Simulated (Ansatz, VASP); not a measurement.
BAs: VASP beside Ansatz

```
B As
1.0
     2.93437    0.00000    0.00000
     0.00000    2.93437    0.00000
     0.00000    0.00000    2.93437
B As
1 1
Direct
  0.50000 0.50000 0.50000
  0.00000 0.00000 0.00000
```

Alike in both runs: task relaxation of cell and atoms; functional PBEsol-based screened hybrid with a share of 0.25 of exact exchange and HFSCREEN = 0.207; k mesh 5 × 5 × 5; occupations fermi-dirac, width 0.05 eV; no spin polarisation.

|  | VASP | Ansatz |
| --- | --- | --- |
| version | VASP 6.6.1 | Ansatz 0.2.0 |
| potentials or method | VASP PAW PBE potentials, release 64 (B, As) | Ansatz PAW |
| plane-wave cutoff (eV) | 600 | 420 |
| valence electrons in the cell | 8 | 18 |

|  | VASP | Ansatz | Ansatz less VASP |
| --- | --- | --- | --- |
| gap on the k mesh at the Fermi level, each at its own relaxed structure (eV) | none | none | - |
| relaxed volume (Å³/atom) | 11.72 | 11.72 | +0.005 |
| relaxed length of the cell vector where the two differ most in proportion (Å) | 2.862 | 2.862 | +0.0004 |

VASP's potentials were made for PBE, not for PBEsol-based screened hybrid. A gap of «none» marks a metal or a gap that the smearing closes. VASP's potentials hold 8 valence electrons a cell and Ansatz's 18, so a difference there can come from the potentials and not from the codes.

The k mesh is coarse, so the values compare programs but aren't converged. Noted on Ansatz's run: the plane-wave basis is chosen anew once the cell has moved, so the energies of steps on either side of that aren't comparable.
